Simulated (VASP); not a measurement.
Wanted: the native input for a VASP 6.6.1 run.

```yaml
Task: single point
Functional: PBE
Dispersion: D3(BJ)
Potentials_or_basis: VASP PAW PBE potentials, release 64 (Al, Cu)
Cutoff: 520 eV
k_mesh: 14 × 14 × 14
Occupations: gaussian, width 0.15 eV
Spin: no spin polarisation
Dipole_correction: no
Further_INCAR_settings: ALGO = Fast; EDIFF = 1e-06; NBANDS = 16
```

The structure of Al2Cu lies in POSCAR:

```
Al2Cu
1.0
   -2.0922936102      2.0922936102      2.7950000000
    2.0922936102     -2.0922936102      2.7950000000
    2.0922936102      2.0922936102     -2.7950000000
Al Cu
2 1
Direct
    0.7500000000      0.2500000000      0.5000000000
    0.2500000000      0.7500000000      0.5000000000
    0.5000000000      0.5000000000      0.0000000000
```

One way to write it, as run:

INCAR

```
  PREC = Accurate
  ENCUT = 520
  EDIFF = 1E-6
  ISMEAR = 0
  SIGMA = 0.15
  LREAL = F
  LASPH = T
  NELM = 100
  ALGO = Fast
  ISIF = 2
  LWAVE = F
  LCHARG = F
  GGA = PE
  IVDW = 12
  NBANDS = 16
```

KPOINTS

```
regular mesh
0
Gamma
  14 14 14
```

Potentials or basis: VASP PAW PBE potentials, release 64 (Al, Cu).

The run is started by

```console
$ cat potpaw_PBE.64/Al/POTCAR potpaw_PBE.64/Cu/POTCAR > POTCAR
$ mpirun -np 1 vasp_std > vasp.out
```

Results of the run:

```json
{
  "Pressure": "-4.5 GPa",
  "Band gap on the k mesh": "zero (an odd number of electrons rules out a gap without spin polarisation)",
  "Dispersion energy per atom": "-0.367 eV"
}
```

Caveat: the cell stands under tension.

Run time: 120 s on 1 thread of AMD EPYC 9R45 96-Core Processor (Zen 5), on a shared host, peak memory 0.29 GiB.
